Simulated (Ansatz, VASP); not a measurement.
InAu2 in VASP and in Ansatz

```xyz
3
Lattice="0.0000 3.2421 3.2421 3.2421 0.0000 3.2421 3.2421 3.2421 0.0000" Properties=species:S:1:pos:R:3 pbc="T T T"
In    0.0000    0.0000    0.0000
Au    1.6210    1.6210    1.6210
Au    4.8631    4.8631    4.8631
```

Change from the starting cell: species swapped into the Mg2Si type (Fm-3m, No. 225).

Alike in both runs: functional PBE; k mesh 12 × 12 × 12; occupations gaussian, width 0.1 eV; no spin polarisation.

Ansatz relaxed the structure, and its values are those at the end. VASP's run is a single point on that final structure, the one shown.

```csv
,VASP,Ansatz
version,VASP 6.6.1,Ansatz 0.2.0
potentials or method,"VASP PAW PBE potentials, release 64 (In_d, Au), cutoff 520 eV","scalar-relativistic, plane waves, PAW"
valence electrons in the cell,35,51
```

|  | VASP | Ansatz | Ansatz less VASP |
| --- | --- | --- | --- |
| gap on the k mesh at the Fermi level (eV) | none | none | - |
| pressure (GPa) | 0.0 | 0.0 | +0.05 |

A gap of «none» marks a metal or a gap that the smearing closes. The functional is the same, so the differences come from potentials, cutoffs and numerics. VASP's potentials hold 35 valence electrons a cell and Ansatz's 51, so a difference there can come from the potentials and not from the codes.

Spin-orbit coupling is off throughout.
